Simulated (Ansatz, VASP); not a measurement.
**One calculation of AlNi3, two programs**

```
Al Ni
1.0
     3.52639    0.00000    0.00000
     0.00000    3.52639    0.00000
     0.00000    0.00000    3.52639
Al Ni
1 3
Direct
  0.00000 0.00000 0.00000
  0.00000 0.50000 0.50000
  0.50000 0.00000 0.50000
  0.50000 0.50000 0.00000
```

Alike in both runs: task single point; functional LDA; k mesh 12 × 12 × 12; occupations gaussian, width 0.05 eV; collinear spin.

```csv
,VASP,Ansatz
version,VASP 6.6.1,Ansatz 0.2.0
potentials or method,"VASP PAW LDA potentials, release 64 (Al, Ni), cutoff 520 eV","scalar-relativistic, plane waves, PAW"
valence electrons in the cell,33,57
```

|  | VASP | Ansatz | Ansatz less VASP |
| --- | --- | --- | --- |
| gap on the k mesh at the Fermi level (eV) | none | none | - |
| pressure (GPa) | -8.0 | -8.0 | +0.01 |
| net moment per atom (μB) | 0.00 | 0.16 | +0.161 |
| size of the moment on the site where the two differ most (μB) | 0.00 | 0.24 | +0.234 |

The net moments are unlike, so the other rows may belong to different states. LDA's correlation is that of Perdew and Zunger in VASP and of Perdew and Wang (1992) in Ansatz. Site moments also hang on the region over which each program counts them. A gap of «none» marks a metal or a gap that the smearing closes. VASP's potentials hold 33 valence electrons a cell and Ansatz's 57, so a difference there can come from the potentials and not from the codes.
